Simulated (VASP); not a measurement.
Crystal: Mg3SiO.

```
CELL_PARAMETERS angstrom
4.18363 0.00000 0.00000
0.00000 4.18363 0.00000
0.00000 0.00000 4.18363
ATOMIC_POSITIONS crystal
Si 0.00000 0.00000 0.00000
O 0.50000 0.50000 0.50000
Mg 0.50000 0.50000 0.00000
Mg 0.50000 0.00000 0.50000
Mg 0.00000 0.50000 0.50000
```

Base run:

| Item | Value |
| --- | --- |
| Program | VASP 6.6.1 |
| Functional | LDA |
| Potentials or basis | VASP PAW LDA potentials, release 64 (Si, O, Mg) |
| Cutoff | 520 eV |
| k mesh | 6 × 6 × 6 |
| Occupations | fermi-dirac, width 0.02 eV |
| Spin | no spin polarisation |

Its results: band gap on the k mesh 0.07 eV (least direct gap 0.56 eV); pressure -3.5 GPa.

Problem. The run is repeated on the same cell with these changes: functional from LDA to PBE; potentials or basis from VASP PAW LDA potentials, release 64 (Si, O, Mg) to VASP PAW PBE potentials, release 64 (Si, O, Mg). What comes out?

Solution. Band gap on the k mesh 0.15 eV (least direct gap 0.60 eV); pressure 1.9 GPa.

Caveats: the cell stands under tension (at least some runs).

A k mesh can miss the band edges.
